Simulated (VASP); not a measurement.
# BeCo2 (Pnnm) in VASP: further runs

BeCo2 is run at these levels: LDA, r2SCAN; tasks: single point.

All numbers are computed with VASP 6.6.1; they aren't measurements. Logs are shortened: lines on timing, memory, paths and dates and some standing lists are left out, and cuts for length are marked.

**1. The cell of the first run**

The structure is orthorhombic, space group Pnnm (No. 58). Conventional cell: a = 4.380 Å, b = 4.456 Å, c = 2.903 Å, α = 90.00°, β = 90.00°, γ = 90.00°. Within 2.5 Å of Co (site symmetry m) lie 3 Be at 1.92 Å. Within 2.5 Å of Be (site symmetry 2/m) lie 6 Co at 1.92 Å.

**2. Single point, LDA**

Contents of INCAR:

```
PREC = Accurate ; ENCUT = 520
EDIFF = 1E-6 ; ISMEAR = -1
SIGMA = 0.1 ; LREAL = False
LASPH = True ; NELM = 80
ALGO = Normal ; ISIF = 2
LWAVE = False ; LCHARG = True
LELF = True ; LVHAR = True
NBANDS = 29
```

Contents of KPOINTS:

```
Automatic mesh
0
Gamma
  6 4 4
```

Contents of POSCAR:

```
BeCo2
1.0
    2.9029180000      0.0000000000      0.0000000000
    0.0000000000      4.4557370000      0.0000000000
    0.0000000000      0.0000000000      4.3797800000
Co Be
4 2
Direct
    0.0000000000      0.3470000000      0.2580000000
    0.5000000000      0.1530000000      0.7580000000
    0.0000000000      0.6530000000      0.7420000000
    0.5000000000      0.8470000000      0.2420000000
    0.0000000000      0.0000000000      0.0000000000
    0.5000000000      0.5000000000      0.5000000000
```

Potentials or basis: VASP PAW LDA potentials, release 64 (Co, Be).

Started as:

```
$ cat potpaw_LDA.64/Co/POTCAR potpaw_LDA.64/Be/POTCAR > POTCAR
$ mpirun -np 1 vasp_std > vasp.out
```

OUTCAR:

```text
PREC = Accurate
   ENCUT = 520
   EDIFF = 1E-6
   ISMEAR = -1
   LREAL = False
   LASPH = True
   NELM = 80
   ISIF = 2

 ion  position               nearest neighbor table
   1  0.000  0.347  0.258-   5 1.92   6 1.92   6 1.92   3 2.52   3 2.64   4 2.66   4 2.66   4 2.66
                             4 2.66   2 2.77   2 2.77   2 2.77   2 2.77
   2  0.500  0.153  0.758-   6 1.92   5 1.92   5 1.92   4 2.52   4 2.64   3 2.66   3 2.66   3 2.66
                             3 2.66   1 2.77   1 2.77   1 2.77   1 2.77
   3  0.000  0.653  0.742-   5 1.92   6 1.92   6 1.92   1 2.52   1 2.64   2 2.66   2 2.66   2 2.66
                             2 2.66   4 2.77   4 2.77   4 2.77   4 2.77
   4  0.500  0.847  0.242-   6 1.92   5 1.92   5 1.92   2 2.52   2 2.64   1 2.66   1 2.66   1 2.66
                             1 2.66   3 2.77   3 2.77   3 2.77   3 2.77
   5  0.000  0.000  0.000-   1 1.92   3 1.92   2 1.92   4 1.92   2 1.92   4 1.92
   6  0.500  0.500  0.500-   2 1.92   4 1.92   3 1.92   1 1.92   1 1.92   3 1.92

  LATTYP: Found a simple orthorhombic cell.
 ALAT       =     2.9029180000
 B/A-ratio  =     1.5087508500
 C/A-ratio  =     1.5349165908

  Lattice vectors:

 A1 = (  -2.9029180000,   0.0000000000,   0.0000000000)
 A2 = (   0.0000000000,   0.0000000000,   4.3797800000)
 A3 = (   0.0000000000,   4.4557370000,   0.0000000000)

Analysis of symmetry for initial positions (statically):
=====================================================================
 Subroutine PRICEL returns:
 Original cell was already a primitive cell.

 Routine SETGRP: Setting up the symmetry group for a
 simple orthorhombic supercell.

 Subroutine GETGRP returns: Found  8 space group operations
 (whereof  4 operations were pure point group operations)
 out of a pool of  8 trial point group operations.

The static configuration has the point symmetry C_2h.
 The point group associated with its full space group is D_2h.

Analysis of symmetry for dynamics (positions and initial velocities):
=====================================================================
 Subroutine PRICEL returns:
 Original cell was already a primitive cell.

 Routine SETGRP: Setting up the symmetry group for a
 simple orthorhombic supercell.

 Subroutine GETGRP returns: Found  8 space group operations
 (whereof  4 operations were pure point group operations)
 out of a pool of  8 trial point group operations.

The dynamic configuration has the point symmetry C_2h.
 The point group associated with its full space group is D_2h.

 Subroutine INISYM returns: Found  8 space group operations
 (whereof  4 operations are pure point group operations),
 and found     1 'primitive' translations

----------------------------------------------------------------------------------------

                                     Primitive cell

  volume of cell :      56.6509

  direct lattice vectors                    reciprocal lattice vectors
     2.902918000  0.000000000  0.000000000     0.344480967  0.000000000  0.000000000
     0.000000000  4.455737000  0.000000000     0.000000000  0.224429763  0.000000000
     0.000000000  0.000000000  4.379780000     0.000000000  0.000000000  0.228321971

  length of vectors
     2.902918000  4.455737000  4.379780000     0.344480967  0.224429763  0.228321971

  position of ions in fractional coordinates (direct lattice)
     0.000000000  0.347000000  0.258000000
     0.500000000  0.153000000  0.758000000
     0.000000000  0.653000000  0.742000000
     0.500000000  0.847000000  0.242000000
     0.000000000  0.000000000  0.000000000
     0.500000000  0.500000000  0.500000000

  ion indices of the primitive-cell ions
   primitive index   ion index
                 1           1
                 2           2
                 3           3
                 4           4
                 5           5
                 6           6

----------------------------------------------------------------------------------------

 KPOINTS: Automatic mesh

Automatic generation of k-mesh.
 Grid dimensions read from file:
 generate k-points for:    6    4    4

 Generating k-lattice:

  Cartesian coordinates                     Fractional coordinates (reciprocal lattice)
     0.057413495  0.000000000  0.000000000     0.166666667  0.000000000  0.000000000
     0.000000000  0.056107441  0.000000000     0.000000000  0.250000000  0.000000000
     0.000000000  0.000000000  0.057080493     0.000000000  0.000000000  0.250000000

  Length of vectors
     0.057413495  0.056107441  0.057080493

  Shift w.r.t. Gamma in fractional coordinates (k-lattice)
     0.000000000  0.000000000  0.000000000

 Subroutine IBZKPT returns following result:
 ===========================================

 Found     36 irreducible k-points:

 Following reciprocal coordinates:
            Coordinates               Weight
  0.000000  0.000000  0.000000      1.000000
  0.166667  0.000000  0.000000      2.000000
  0.333333  0.000000  0.000000      2.000000
  0.500000  0.000000  0.000000      1.000000
  0.000000  0.250000  0.000000      2.000000
  0.166667  0.250000  0.000000      4.000000
[... 16 lines left out ...]
  0.333333  0.500000  0.250000      4.000000
  0.500000  0.500000  0.250000      2.000000
 [... further k-points ...]
   k-points           NKPTS =     36   k-points in BZ     NKDIM =     36   number of bands    NBANDS=     29
   number of dos      NEDOS =    301   number of ions     NIONS =      6
   total plane-waves  NPLWV =  31104
   dimension x,y,z NGX =    24 NGY =   36 NGZ =   36
   dimension x,y,z NGXF=    48 NGYF=   72 NGZF=   72
   ions per type =               4   2
   NGX,Y,Z   is equivalent  to a cutoff of  13.74, 13.43, 13.66 a.u.
   NGXF,Y,Z  is equivalent  to a cutoff of  27.49, 26.86, 27.33 a.u.
 SYSTEM =  unknown system
   PREC   = accura    normal or accurate (medium, high low for compatibility)
   ISTART =      0    job   : 0-new  1-cont  2-samecut
   ICHARG =      2    charge: 1-file 2-atom 10-const
   ISPIN  =      1    spin polarized calculation?
   LNONCOLLINEAR =      F non collinear calculations
   LSORBIT =      F    spin-orbit coupling
   LASPH  =      T    aspherical Exc in radial PAW
   ENCUT  =  520.0 eV  38.22 Ry    6.18 a.u.   5.40  8.28  8.14*2*pi/ulx,y,z
   NELM   =     80;   NELMIN=  2; NELMDL= -5     # of ELM steps
   EDIFF  = 0.1E-05   stopping-criterion for ELM
   LREAL  =      F    real-space projection
   EDIFFG = 0.1E-04   stopping-criterion for IOM
   NSW    =      0    number of steps for IOM
   IBRION =     -1    ionic relax: 0-MD 1-quasi-New 2-CG
   NFREE  =      0    steps in history (QN), initial steepest desc. (CG)
   ISIF   =      2    stress and relaxation
   ISYM   =      2    0-nonsym 1-usesym 2-fastsym
   POTIM  = 0.5000    time-step for ionic-motion
   TEBEG  =    0.0;   TEEND  =   0.0 temperature during run
   PSTRESS=    0.0 pullay stress
   NELECT =      40.0000    total number of electrons
   NUPDOWN=      -1.0000    fix difference up-down
   EMIN   =  10.00;   EMAX   =-10.00  energy-range for DOS
   EFERMI =   0.00;   METHOD = LEGACY
   ISMEAR =    -1;   SIGMA  =   0.10  broadening in eV -4-tet -1-fermi 0-gaus
   EFERMI_NEDOS =   21; number of points for ismear=-14 and -15
   IALGO  =     38    algorithm
   IMIX   =      4    mixing-type and parameters
     AMIX     =   0.40;   BMIX     =  1.00
     AMIX_MAG =   1.60;   BMIX_MAG =  1.00
  volume/ion in A,a.u.               =       9.44        63.72
  Fermi-wavevector in a.u.,A,eV,Ry     =   1.457782  2.754809 28.914132  2.125129
  Thomas-Fermi vector in A             =   2.574543
   LORBIT       =      0    0 simple, 1 ext, 2 COOP (PROOUT), +10 PAW based schemes
   GGA     = CA    functional components
   LHFCALC =     F    Hartree Fock is set to
   AEXX    =    0.0000 exact exchange contribution
   IVDW    =     0    specifies the selected vdW correction
   LEPSILON=     F    determine dielectric tensor
   LRPA    =     F    only Hartree local field effects (RPA)
 non-spin polarized calculation
  energy-cutoff  :      520.00
  volume of cell :       56.65
 maximum number of plane-waves:      1544
 NGX is ok and might be reduce to    24
   NGX = 11   NGY = 17   NGZ = 17

 number of electron      39.9999997 magnetization

 Free energy of the ion-electron system (eV)
  ---------------------------------------------------
  ext. energy  EPLUGINS =         0.00000000
  ---------------------------------------------------
  free energy    TOTEN  =       -36.81237423 eV

  energy without entropy =      -36.38141445  energy(sigma->0) =      -36.59689434

 E-fermi :   8.6966     XC(G=0): -13.0372

 val. band max:        8.6928079659   @ k =   0.0000   0.0000   0.0000
 cond. band min:       8.7073646643   @ k =   0.3333   0.0000   0.0000
 fundamental gap:      0.0145566984
 Fermi energy:         8.6966232023

 k-point     1 :       0.0000    0.0000    0.0000
  band No.  band energies     occupation
      1      -0.0673      2.00000
      2       3.7426      2.00000
      3       4.2593      2.00000
      4       5.0537      2.00000
      5       5.4418      2.00000
      6       5.7724      2.00000
[... 21 lines left out ...]
     28      14.8674      0.00000
     29      19.1871      0.00000

 k-point     2 :       0.1667    0.0000    0.0000
  band No.  band energies     occupation
      1       0.3888      2.00000
      2       4.1572      2.00000
      3       4.6094      2.00000
      4       5.1889      2.00000
      5       5.3489      2.00000
      6       5.8638      2.00000
[... 21 lines left out ...]
     28      15.2632      0.00000
     29      17.6570      0.00000

 k-point     3 :       0.3333    0.0000    0.0000
  band No.  band energies     occupation
      1       1.6624      2.00000
      2       4.9344      2.00000
      3       5.1709      2.00000
      4       5.2013      2.00000
      5       5.3178      2.00000
      6       5.3898      2.00000
[... 21 lines left out ...]
     28      15.0774      0.00000
     29      15.0845      0.00000

 k-point     4 :       0.5000    0.0000    0.0000
  band No.  band energies     occupation
      1       3.4163      2.00000
      2       3.4163      2.00000
      3       5.1902      2.00000
      4       5.1902      2.00000
      5       5.7444      2.00000
      6       5.7444      2.00000
[... 21 lines left out ...]
     28      13.2416      0.00000
     29      15.6371      0.00000

 k-point     5 :       0.0000    0.2500    0.0000
  band No.  band energies     occupation
      1       0.3799      2.00000
      2       3.3088      2.00000
      3       4.1453      2.00000
      4       5.2607      2.00000
      5       5.6668      2.00000
      6       5.8009      2.00000
[... 21 lines left out ...]
     28      14.9210      0.00000
     29      19.1246      0.00000
[... 510 lines left out ...]
     28      17.2693      0.00000
     29      18.5940      0.00000

 k-point    22 :       0.1667    0.5000    0.2500
  band No.  band energies     occupation
      1       2.4040      2.00000
      2       2.4040      2.00000
      3       4.8216      2.00000
      4       4.8216      2.00000
      5       5.6485      2.00000
      6       5.6485      2.00000
[... 21 lines left out ...]
     28      15.5482      0.00000
     29      18.7589      0.00000

 k-point    23 :       0.3333    0.5000    0.2500
  band No.  band energies     occupation
      1       3.1995      2.00000
      2       3.1995      2.00000
      3       4.8668      2.00000
      4       4.8668      2.00000
      5       5.7804      2.00000
      6       5.7804      2.00000
[... 21 lines left out ...]
     28      14.0702      0.00000
     29      18.9560      0.00000

 k-point    24 :       0.5000    0.5000    0.2500
  band No.  band energies     occupation
      1       3.6058      2.00000
      2       3.6058      2.00000
      3       4.8038      2.00000
      4       4.8038      2.00000
      5       5.8644      2.00000
      6       5.8644      2.00000
[... 21 lines left out ...]
     28      12.6918      0.00000
     29      18.7184      0.00000

 [... further k-points ...]
[... 5 lines left out ...]
  --------------------------------------------------------------------------------------
  -------------------------------------------------------------------------------------
  Total        3.7958504      2.4959823      4.8120255      0.0000000      0.0000000      0.0000000
  in kB      107.3527222     70.5903708    136.0917773      0.0000000      0.0000000      0.0000000
  external PRESSURE =     104.6782901 kB  Pullay stress =       0.0000000 kB

 VOLUME and BASIS-vectors are now :
 -----------------------------------------------------------------------------
  energy-cutoff  :      520.00
  volume of cell :       56.65
      direct lattice vectors                 reciprocal lattice vectors
     2.902918000  0.000000000  0.000000000     0.344480967  0.000000000  0.000000000
     0.000000000  4.455737000  0.000000000     0.000000000  0.224429763  0.000000000
     0.000000000  0.000000000  4.379780000     0.000000000  0.000000000  0.228321971

 POSITION                                       TOTAL-FORCE (eV/Angst)
 -----------------------------------------------------------------------------------
      0.00000      1.54614      1.12998         0.000000      0.417389     -1.300809
      1.45146      0.68173      3.31987        -0.000000     -0.417389     -1.300809
      0.00000      2.90960      3.24980         0.000000     -0.417389      1.300809
      1.45146      3.77401      1.05991         0.000000      0.417389      1.300809
      0.00000      0.00000      0.00000         0.000000     -0.000000      0.000000
      1.45146      2.22787      2.18989         0.000000     -0.000000      0.000000
 -----------------------------------------------------------------------------------
    total drift:                                0.000000      0.000000     -0.000000

  FREE ENERGIE OF THE ION-ELECTRON SYSTEM (eV)
  ---------------------------------------------------
  free  energy   TOTEN  =       -36.8123742305 eV

  energy  without entropy=      -36.3814144489  energy(sigma->0) =      -36.59689434
```

Wall time 43 s (1 thread of Intel Xeon Platinum 8488C (Sapphire Rapids), shared host); peak memory 0.18 GiB.

What came out:

```
Free energy            : -36.8124 eV
Pressure               : 10.5 GPa
Largest force          : 1.366 eV/Å
Band gap on the k mesh : zero (band 20 reaches 8.83 eV, above the bottom of band 21 at 8.50 eV)
```

Forces in eV/Å, atoms in the order of the input:
```
Co   0.000  0.417 -1.301
Co   0.000 -0.417 -1.301
Co   0.000 -0.417  1.301
Co   0.000  0.417  1.301
Be   0.000  0.000  0.000
Be   0.000  0.000  0.000
```

Stress tensor (GPa, compression positive):
```
10.74  0.00  0.00
 0.00  7.06  0.00
 0.00  0.00 13.61
```

Caveat: the k points lie up to 0.36 Å⁻¹ apart; forces of over 1 eV/Å act on the atoms, so gaps and moduli don't describe the material at rest. Spin polarisation is off, so any magnetic state and its effect on volume and gap are missing.

**3. Single point, r2SCAN**

POSCAR is that of step 2.

Contents of INCAR.step1:

```
  PREC = Accurate
  ENCUT = 520
  ISMEAR = -1
  SIGMA = 0.1
  LREAL = False
  LASPH = True
  NELM = 60
  NBANDS = 29
  GGA = PE
  ALGO = Normal
  EDIFF = 1E-4
  LWAVE = True
  LCHARG = False
```

Contents of INCAR.step2:

```
  PREC = Accurate
  ENCUT = 520
  EDIFF = 1E-7
  ISMEAR = -1
  SIGMA = 0.1
  LREAL = False
  LASPH = True
  NELM = 60
  ALGO = Normal
  ISIF = 2
  LWAVE = False
  LCHARG = False
  METAGGA = R2SCAN
  LMIXTAU = True
  NBANDS = 29
  ISTART = 1
```

KPOINTS is that of step 2.

Potentials or basis: VASP PAW PBE potentials, release 64 (Co, Be).

Started as:

```
$ cat potpaw_PBE.64/Co/POTCAR potpaw_PBE.64/Be/POTCAR > POTCAR
$ cp INCAR.step1 INCAR
$ mpirun -np 1 vasp_std > vasp.out
$ cp INCAR.step2 INCAR
$ mpirun -np 1 vasp_std > vasp.out
```

OUTCAR:

```text
PREC = Accurate
   ENCUT = 520
   EDIFF = 1E-7
   ISMEAR = -1
   LREAL = False
   LASPH = True
   NELM = 60
   ISIF = 2
   METAGGA = R2SCAN
   ISTART = 1

 ion  position               nearest neighbor table
   1  0.000  0.347  0.258-   5 1.92   6 1.92   6 1.92   3 2.52   3 2.64   4 2.66   4 2.66   4 2.66
                             4 2.66   2 2.77   2 2.77   2 2.77   2 2.77
   2  0.500  0.153  0.758-   6 1.92   5 1.92   5 1.92   4 2.52   4 2.64   3 2.66   3 2.66   3 2.66
                             3 2.66   1 2.77   1 2.77   1 2.77   1 2.77
   3  0.000  0.653  0.742-   5 1.92   6 1.92   6 1.92   1 2.52   1 2.64   2 2.66   2 2.66   2 2.66
                             2 2.66   4 2.77   4 2.77   4 2.77   4 2.77
[... 983 lines left out ...]
  Total        6.7510908      5.4127192      8.1883236      0.0000000      0.0000000      0.0000000
  in kB      190.9316456    153.0803584    231.5788889      0.0000000      0.0000000      0.0000000
  external PRESSURE =     191.8636309 kB  Pullay stress =       0.0000000 kB

 VOLUME and BASIS-vectors are now :
 -----------------------------------------------------------------------------
  energy-cutoff  :      520.00
  volume of cell :       56.65
      direct lattice vectors                 reciprocal lattice vectors
     2.902918000  0.000000000  0.000000000     0.344480967  0.000000000  0.000000000
     0.000000000  4.455737000  0.000000000     0.000000000  0.224429763  0.000000000
     0.000000000  0.000000000  4.379780000     0.000000000  0.000000000  0.228321971

 POSITION                                       TOTAL-FORCE (eV/Angst)
 -----------------------------------------------------------------------------------
      0.00000      1.54614      1.12998         0.000000      0.496208     -1.378047
      1.45146      0.68173      3.31987         0.000000     -0.496208     -1.378047
      0.00000      2.90960      3.24980         0.000000     -0.496208      1.378047
      1.45146      3.77401      1.05991        -0.000000      0.496208      1.378047
      0.00000      0.00000      0.00000         0.000000      0.000000      0.000000
      1.45146      2.22787      2.18989         0.000000      0.000000      0.000000
 -----------------------------------------------------------------------------------
    total drift:                                0.000000      0.000000     -0.000000

  FREE ENERGIE OF THE ION-ELECTRON SYSTEM (eV)
  ---------------------------------------------------
  free  energy   TOTEN  =       -55.7679617856 eV

  energy  without entropy=      -55.3689043695  energy(sigma->0) =      -55.56843308
```

OSZICAR.step1:

```text
N       E                     dE             d eps       ncg     rms          rms(c)
DAV:   1     0.272347269327E+03    0.27235E+03   -0.17951E+04  2096   0.177E+03
DAV:   2    -0.213862927433E+02   -0.29373E+03   -0.28101E+03  2088   0.347E+02
DAV:   3    -0.409415774869E+02   -0.19555E+02   -0.18497E+02  2268   0.116E+02
DAV:   4    -0.413673059660E+02   -0.42573E+00   -0.42349E+00  2244   0.171E+01
DAV:   5    -0.413797968480E+02   -0.12491E-01   -0.12490E-01  2882   0.240E+00    0.278E+01
DAV:   6    -0.381883036745E+02    0.31915E+01   -0.10239E+02  2388   0.143E+02    0.215E+01
DAV:   7    -0.313235609912E+02    0.68647E+01   -0.41122E+01  2268   0.801E+01    0.364E+00
DAV:   8    -0.312037914369E+02    0.11977E+00   -0.69476E-01  2268   0.770E+00    0.193E+00
DAV:   9    -0.311566285462E+02    0.47163E-01   -0.99571E-02  3106   0.282E+00    0.706E-01
DAV:  10    -0.311550313883E+02    0.15972E-02   -0.86313E-03  2121   0.898E-01    0.243E-01
DAV:  11    -0.311549414394E+02    0.89949E-04   -0.63280E-04  2346   0.258E-01
   1 F= -.31154941E+02 E0= -.30939792E+02  d E =-.430299E+00
```

Wall time 2.3 min (1 thread of Intel Xeon Platinum 8488C (Sapphire Rapids), shared host); peak memory 0.2 GiB.

Results:

```yaml
Free_energy: -55.7680 eV
Pressure: 19.2 GPa
Largest_force: 1.465 eV/Å
Band_gap_on_the_k_mesh: zero (band 20 reaches 8.96 eV, above the bottom of band 21 at 8.66 eV)
```

Forces in eV/Å, atoms in the order of the input:
```
Co   0.000  0.496 -1.378
Co   0.000 -0.496 -1.378
Co   0.000 -0.496  1.378
Co   0.000  0.496  1.378
Be   0.000  0.000  0.000
Be   0.000  0.000  0.000
```

Caveat: the k points lie up to 0.36 Å⁻¹ apart; the PAW data sets were made with another functional, which shifts forces and pressure a little. Spin polarisation is off, so any magnetic state and its effect on volume and gap are missing.
